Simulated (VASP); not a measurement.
# Ti (Fm-3m) in VASP: a series of runs

Ti is run at these levels: LDA; tasks: single point.

All numbers are computed with VASP 6.6.1; they aren't measurements. Logs are shortened: lines on timing, memory, paths and dates and some standing lists are left out, and cuts for length are marked.

**1. The cell of the first run**

The structure is cubic, space group Fm-3m (No. 225). The conventional cell has a = 4.113 Å, b = 4.113 Å, c = 4.113 Å, α = 90.00°, β = 90.00°, γ = 90.00°. Ti (site symmetry m-3m) has 12 Ti at 2.91 Å within 3.8 Å.

**2. Single point, LDA**

Input file INCAR:

```
PREC     = Accurate       # precision mode
ENCUT    = 520            # plane-wave cutoff, eV
EDIFF    = 1E-7           # SCF threshold, eV
ISMEAR   = -1             # smearing method
SIGMA    = 0.02           # smearing width, eV
LREAL    = F              # projectors in reciprocal space
LASPH    = T              # aspherical terms in the spheres
NELM     = 60             # most SCF steps
ALGO     = Normal         # electronic algorithm
ISIF     = 2              # what is computed and relaxed
LWAVE    = F              # write WAVECAR
LCHARG   = F              # write CHGCAR
NBANDS   = 12             # bands
```

Input file KPOINTS:

```
regular mesh
0
Gamma
  10 10 10
```

Input file POSCAR:

```
Ti
1.0
    0.0000000000      2.0567135898      2.0567135898
    2.0567135898      0.0000000000      2.0567135898
    2.0567135898      2.0567135898      0.0000000000
Ti
1
Direct
    0.0000000000      0.0000000000      0.0000000000
```

Potentials or basis: VASP PAW LDA potentials, release 64 (Ti_sv).

The run is started by

```sh
$ cat potpaw_LDA.64/Ti_sv/POTCAR > POTCAR
$ mpirun -np 1 vasp_std > vasp.out
```

OUTCAR:

```text
PREC = Accurate
   ENCUT = 520
   EDIFF = 1E-7
   ISMEAR = -1
   LREAL = F
   LASPH = T
   NELM = 60
   ISIF = 2

 ion  position               nearest neighbor table
   1  0.000  0.000  0.000-

  LATTYP: Found a face centered cubic cell.
 ALAT       =     4.1134271796

  Lattice vectors:

 A1 = (   0.0000000000,   2.0567135898,   2.0567135898)
 A2 = (   2.0567135898,   0.0000000000,   2.0567135898)
 A3 = (   2.0567135898,   2.0567135898,   0.0000000000)

Analysis of symmetry for initial positions (statically):
=====================================================================
 Subroutine PRICEL returns:
 Original cell was already a primitive cell.

 Routine SETGRP: Setting up the symmetry group for a
 face centered cubic supercell.

 Subroutine GETGRP returns: Found 48 space group operations
 (whereof 48 operations were pure point group operations)
 out of a pool of 48 trial point group operations.

The static configuration has the point symmetry O_h .

Analysis of symmetry for dynamics (positions and initial velocities):
=====================================================================
 Subroutine PRICEL returns:
 Original cell was already a primitive cell.

 Routine SETGRP: Setting up the symmetry group for a
 face centered cubic supercell.

 Subroutine GETGRP returns: Found 48 space group operations
 (whereof 48 operations were pure point group operations)
 out of a pool of 48 trial point group operations.

The dynamic configuration has the point symmetry O_h .

 Subroutine INISYM returns: Found 48 space group operations
 (whereof 48 operations are pure point group operations),
 and found     1 'primitive' translations

----------------------------------------------------------------------------------------

                                     Primitive cell

  volume of cell :      17.4001

  direct lattice vectors                    reciprocal lattice vectors
     0.000000000  2.056713590  2.056713590    -0.243106285  0.243106285  0.243106285
     2.056713590  0.000000000  2.056713590     0.243106285 -0.243106285  0.243106285
     2.056713590  2.056713590  0.000000000     0.243106285  0.243106285 -0.243106285

  length of vectors
     2.908632253  2.908632253  2.908632253     0.421072437  0.421072437  0.421072437

  position of ions in fractional coordinates (direct lattice)
     0.000000000  0.000000000  0.000000000

  ion indices of the primitive-cell ions
   primitive index   ion index
                 1           1

----------------------------------------------------------------------------------------

 KPOINTS: regular mesh

Automatic generation of k-mesh.
 Grid dimensions read from file:
 generate k-points for:   10   10   10

 Generating k-lattice:

  Cartesian coordinates                     Fractional coordinates (reciprocal lattice)
    -0.024310628  0.024310628  0.024310628     0.100000000  0.000000000  0.000000000
     0.024310628 -0.024310628  0.024310628     0.000000000  0.100000000  0.000000000
     0.024310628  0.024310628 -0.024310628     0.000000000  0.000000000  0.100000000

  Length of vectors
     0.042107244  0.042107244  0.042107244

  Shift w.r.t. Gamma in fractional coordinates (k-lattice)
     0.000000000  0.000000000  0.000000000

 Subroutine IBZKPT returns following result:
 ===========================================

 Found     47 irreducible k-points:

 Following reciprocal coordinates:
            Coordinates               Weight
  0.000000  0.000000  0.000000      1.000000
  0.100000  0.000000  0.000000      8.000000
  0.200000  0.000000  0.000000      8.000000
  0.300000  0.000000  0.000000      8.000000
  0.400000  0.000000  0.000000      8.000000
  0.500000  0.000000  0.000000      4.000000
[... 16 lines left out ...]
  0.300000  0.300000  0.000000      6.000000
  0.400000  0.300000  0.000000     24.000000
 [... further k-points ...]
   k-points           NKPTS =     47   k-points in BZ     NKDIM =     47   number of bands    NBANDS=     12
   number of dos      NEDOS =    301   number of ions     NIONS =      1
   total plane-waves  NPLWV =  13824
   dimension x,y,z NGX =    24 NGY =   24 NGZ =   24
   dimension x,y,z NGXF=    48 NGYF=   48 NGZF=   48
   ions per type =               1
   NGX,Y,Z   is equivalent  to a cutoff of  13.72, 13.72, 13.72 a.u.
   NGXF,Y,Z  is equivalent  to a cutoff of  27.43, 27.43, 27.43 a.u.
 SYSTEM =  unknown system
   PREC   = accura    normal or accurate (medium, high low for compatibility)
   ISTART =      0    job   : 0-new  1-cont  2-samecut
   ICHARG =      2    charge: 1-file 2-atom 10-const
   ISPIN  =      1    spin polarized calculation?
   LNONCOLLINEAR =      F non collinear calculations
   LSORBIT =      F    spin-orbit coupling
   LASPH  =      T    aspherical Exc in radial PAW
   ENCUT  =  520.0 eV  38.22 Ry    6.18 a.u.   5.41  5.41  5.41*2*pi/ulx,y,z
   NELM   =     60;   NELMIN=  2; NELMDL= -5     # of ELM steps
   EDIFF  = 0.1E-06   stopping-criterion for ELM
   LREAL  =      F    real-space projection
   EDIFFG = 0.1E-05   stopping-criterion for IOM
   NSW    =      0    number of steps for IOM
   IBRION =     -1    ionic relax: 0-MD 1-quasi-New 2-CG
   NFREE  =      0    steps in history (QN), initial steepest desc. (CG)
   ISIF   =      2    stress and relaxation
   ISYM   =      2    0-nonsym 1-usesym 2-fastsym
   POTIM  = 0.5000    time-step for ionic-motion
   TEBEG  =    0.0;   TEEND  =   0.0 temperature during run
   PSTRESS=    0.0 pullay stress
   NELECT =      12.0000    total number of electrons
   NUPDOWN=      -1.0000    fix difference up-down
   EMIN   =  10.00;   EMAX   =-10.00  energy-range for DOS
   EFERMI =   0.00;   METHOD = LEGACY
   ISMEAR =    -1;   SIGMA  =   0.02  broadening in eV -4-tet -1-fermi 0-gaus
   EFERMI_NEDOS =   21; number of points for ismear=-14 and -15
   IALGO  =     38    algorithm
   IMIX   =      4    mixing-type and parameters
     AMIX     =   0.40;   BMIX     =  1.00
     AMIX_MAG =   1.60;   BMIX_MAG =  1.00
  volume/ion in A,a.u.               =      17.40       117.42
  Fermi-wavevector in a.u.,A,eV,Ry     =   1.446388  2.733277 28.463902  2.092038
  Thomas-Fermi vector in A             =   2.564462
   LORBIT       =      0    0 simple, 1 ext, 2 COOP (PROOUT), +10 PAW based schemes
   GGA     = CA    functional components
   LHFCALC =     F    Hartree Fock is set to
   AEXX    =    0.0000 exact exchange contribution
   IVDW    =     0    specifies the selected vdW correction
   LEPSILON=     F    determine dielectric tensor
   LRPA    =     F    only Hartree local field effects (RPA)
 non-spin polarized calculation
  energy-cutoff  :      520.00
  volume of cell :       17.40
 maximum number of plane-waves:       495
 NGX is ok and might be reduce to    24
   NGX = 11   NGY = 11   NGZ = 11

 number of electron      12.0000002 magnetization

 Free energy of the ion-electron system (eV)
  ---------------------------------------------------
  ext. energy  EPLUGINS =         0.00000000
  ---------------------------------------------------
  free energy    TOTEN  =        -8.46107374 eV

  energy without entropy =       -8.45985707  energy(sigma->0) =       -8.46046540

 E-fermi :   7.9737     XC(G=0): -11.7735

 val. band max:        7.9678465150   @ k =  -0.2000   0.1000   0.0000
 cond. band min:       8.0500950038   @ k =   0.5000   0.1000   0.0000
 fundamental gap:      0.0822484888
 Fermi energy:         7.9737140511

 k-point     1 :       0.0000    0.0000    0.0000
  band No.  band energies     occupation
      1     -48.0415      2.00000
      2     -24.2737      2.00000
      3     -24.2737      2.00000
      4     -24.2737      2.00000
      5       1.9493      2.00000
      6       8.8189      0.00000
      7       8.8189      0.00000
      8       8.8189      0.00000
      9      10.4180      0.00000
     10      10.4180      0.00000
     11      23.3061      0.00000
     12      27.6766      0.00000

 k-point     2 :       0.1000    0.0000    0.0000
  band No.  band energies     occupation
      1     -48.0295      2.00000
      2     -24.3417      2.00000
      3     -24.2823      2.00000
      4     -24.2823      2.00000
      5       2.2697      2.00000
      6       8.6308      0.00000
      7       8.9288      0.00000
      8       8.9288      0.00000
      9      10.3524      0.00000
     10      10.3524      0.00000
     11      23.5111      0.00000
     12      25.7062      0.00000

 k-point     3 :       0.2000    0.0000    0.0000
  band No.  band energies     occupation
      1     -47.9976      2.00000
      2     -24.5170      2.00000
      3     -24.3044      2.00000
      4     -24.3044      2.00000
      5       3.1540      2.00000
      6       8.2218      0.00001
      7       9.0874      0.00000
      8       9.0874      0.00000
      9      10.3534      0.00000
     10      10.3534      0.00000
     11      22.2842      0.00000
     12      24.2839      0.00000
[... 286 lines left out ...]
 k-point    23 :       0.3000    0.3000    0.0000
  band No.  band energies     occupation
      1     -47.9305      2.00000
      2     -24.7057      2.00000
      3     -24.4324      2.00000
      4     -24.4324      2.00000
      5       4.8706      2.00000
      6       7.0078      2.00000
      7       9.0145      0.00000
      8      10.4275      0.00000
      9      10.4275      0.00000
     10      11.0973      0.00000
     11      22.6096      0.00000
     12      22.6177      0.00000

 k-point    24 :       0.4000    0.3000    0.0000
  band No.  band energies     occupation
      1     -47.9050      2.00000
      2     -24.7950      2.00000
      3     -24.4813      2.00000
      4     -24.4593      2.00000
      5       5.4311      2.00000
      6       6.7719      2.00000
      7       8.9296      0.00000
      8      10.5540      0.00000
      9      11.3598      0.00000
     10      11.4499      0.00000
     11      20.2283      0.00000
     12      21.4389      0.00000

 [... further k-points ...]
[... 5 lines left out ...]
  --------------------------------------------------------------------------------------
  -------------------------------------------------------------------------------------
  Total       -0.9865533     -0.9865533     -0.9865533      0.0000000      0.0000000     -0.0000000
  in kB      -90.8405399    -90.8405399    -90.8405399      0.0000000      0.0000000     -0.0000000
  external PRESSURE =     -90.8405399 kB  Pullay stress =       0.0000000 kB

 VOLUME and BASIS-vectors are now :
 -----------------------------------------------------------------------------
  energy-cutoff  :      520.00
  volume of cell :       17.40
      direct lattice vectors                 reciprocal lattice vectors
     0.000000000  2.056713590  2.056713590    -0.243106285  0.243106285  0.243106285
     2.056713590  0.000000000  2.056713590     0.243106285 -0.243106285  0.243106285
     2.056713590  2.056713590  0.000000000     0.243106285  0.243106285 -0.243106285

 POSITION                                       TOTAL-FORCE (eV/Angst)
 -----------------------------------------------------------------------------------
      0.00000      0.00000      0.00000         0.000000      0.000000      0.000000
 -----------------------------------------------------------------------------------
    total drift:                                0.000000     -0.000000     -0.000000

  FREE ENERGIE OF THE ION-ELECTRON SYSTEM (eV)
  ---------------------------------------------------
  free  energy   TOTEN  =        -8.4610737439 eV

  energy  without entropy=       -8.4598570661  energy(sigma->0) =       -8.46046540
```

Wall time 3.6 s (1 thread of Intel Xeon 6975P-C (Granite Rapids), shared host); peak memory 0.12 GiB.

What came out:

```
Free energy            : -8.4611 eV
Pressure               : -9.1 GPa
Band gap on the k mesh : zero (band 6 reaches 8.82 eV, above the bottom of band 7 at 7.71 eV)
```

Levels at points of the mesh, in eV from the Fermi level:
```csv
k point,band 2,band 3,band 4,band 5,band 6,band 7,band 8,band 9,band 10,band 11
"(0.00, 0.00, 0.00)",-32.25,-32.25,-32.25,-6.02,0.85,0.85,0.85,2.44,2.44,15.33
"(0.50, 0.00, 0.00)",-32.93,-32.34,-32.34,-2.58,0.71,0.71,0.72,3.54,3.54,8.16
"(0.50, 0.50, 0.00)",-32.89,-32.49,-32.49,-2.58,-1.72,2.90,3.51,3.84,3.84,10.54
```

**3. Single point, LDA**

This run uses another cell than the first one, of 17.73 Å³/atom, 1.019 times its volume.

Input file INCAR:

```
SYSTEM = Ti
ALGO     = Normal         ! electronic algorithm
EDIFF    = 1E-6           ! SCF threshold, eV
ENCUT    = 520            ! plane-wave cutoff, eV
ISIF     = 2              ! what is computed and relaxed
ISMEAR   = -1             ! smearing method
LASPH    = .True.         ! aspherical terms in the spheres
LCHARG   = .False.        ! write CHGCAR
LREAL    = .False.        ! projectors in reciprocal space
LWAVE    = .False.        ! write WAVECAR
NBANDS   = 12             ! bands
NELM     = 100            ! most SCF steps
PREC     = Accurate       ! precision mode
SIGMA    = 0.02           ! smearing width, eV
```

Input file KPOINTS:

```
k-points
0
Gamma
  10 10 10
  0 0 0
```

Input file POSCAR:

```
Ti
1.0
    0.0000000000      2.0698140295      2.0698140295
    2.0698140295      0.0000000000      2.0698140295
    2.0698140295      2.0698140295      0.0000000000
Ti
1
Direct
    0.0000000000      0.0000000000      0.0000000000
```

Potentials or basis: VASP PAW LDA potentials, release 64 (Ti_sv).

The run is started by

```sh
$ cat potpaw_LDA.64/Ti_sv/POTCAR > POTCAR
$ mpirun -np 1 vasp_std > vasp.out
```

Wall time 3.3 s (1 thread of Intel Xeon 6975P-C (Granite Rapids), shared host); peak memory 0.12 GiB.

The run converged. Its results:

```
Free energy            : -8.4404 eV
Pressure               : -10.7 GPa
Band gap on the k mesh : zero (band 6 reaches 8.61 eV, above the bottom of band 7 at 7.52 eV)
```

Levels at points of the mesh, in eV from the Fermi level:
| k point | band 2 | band 3 | band 4 | band 5 | band 6 | band 7 | band 8 | band 9 | band 10 | band 11 |
| --- | --- | --- | --- | --- | --- | --- | --- | --- | --- | --- |
| (0.00, 0.00, 0.00) | -32.30 | -32.30 | -32.30 | -5.98 | 0.83 | 0.83 | 0.83 | 2.39 | 2.39 | 15.22 |
| (0.50, 0.00, 0.00) | -32.95 | -32.39 | -32.39 | -2.54 | 0.67 | 0.70 | 0.70 | 3.46 | 3.46 | 7.95 |
| (0.50, 0.50, 0.00) | -32.91 | -32.53 | -32.53 | -2.52 | -1.67 | 2.81 | 3.43 | 3.74 | 3.74 | 10.32 |
